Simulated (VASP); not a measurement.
Set up this calculation in VASP 6.6.1, as the native input.

```
Task                   : single point
Functional             : PBEsol
Potentials or basis    : VASP PAW PBE potentials, release 64 (Pb_d, F)
Cutoff                 : 520 eV
k mesh                 : 8 × 8 × 8
Occupations            : fermi-dirac, width 0.05 eV
Spin                   : no spin polarisation
Dipole correction      : no
Further INCAR settings : ALGO = Normal; EDIFF = 1e-07; NBANDS = 21
```

The structure of PbF2 lies in POSCAR:

```
PbF2
1.0
    0.0000000000      2.9437690651      2.9437690651
    2.9437690651      0.0000000000      2.9437690651
    2.9437690651      2.9437690651      0.0000000000
Pb F
1 2
Direct
    0.0000000000      0.0000000000      0.0000000000
    0.7500000000      0.7500000000      0.7500000000
    0.2500000000      0.2500000000      0.2500000000
```

One way to write it, as run:

INCAR

```
SYSTEM = PbF2
PREC = Accurate ; ENCUT = 520
EDIFF = 1E-7 ; ISMEAR = -1
SIGMA = 0.05 ; LREAL = .FALSE.
LASPH = .TRUE. ; NELM = 60
ALGO = Normal ; ISIF = 2
LWAVE = .FALSE. ; LCHARG = .FALSE.
GGA = PS ; NBANDS = 21
```

KPOINTS

```
regular mesh
0
G
  8 8 8
  0 0 0
```

Potentials or basis: VASP PAW PBE potentials, release 64 (Pb_d, F).

Run with:

```bash
$ cat potpaw_PBE.64/Pb_d/POTCAR potpaw_PBE.64/F/POTCAR > POTCAR
$ mpirun -np 1 vasp_std > vasp.out
```

It gave:

| Item | Value |
| --- | --- |
| Pressure | 0.2 GPa |
| Band gap on the k mesh | 4.30 eV (least direct gap 4.45 eV) |

Caveat: the PAW data sets were made with another functional, which shifts forces and pressure a little; spin-orbit coupling is left out, which moves the levels of the heavy elements.

Run time: 62 s on 1 thread of AMD EPYC 7R13, on a shared host, peak memory 0.16 GiB.
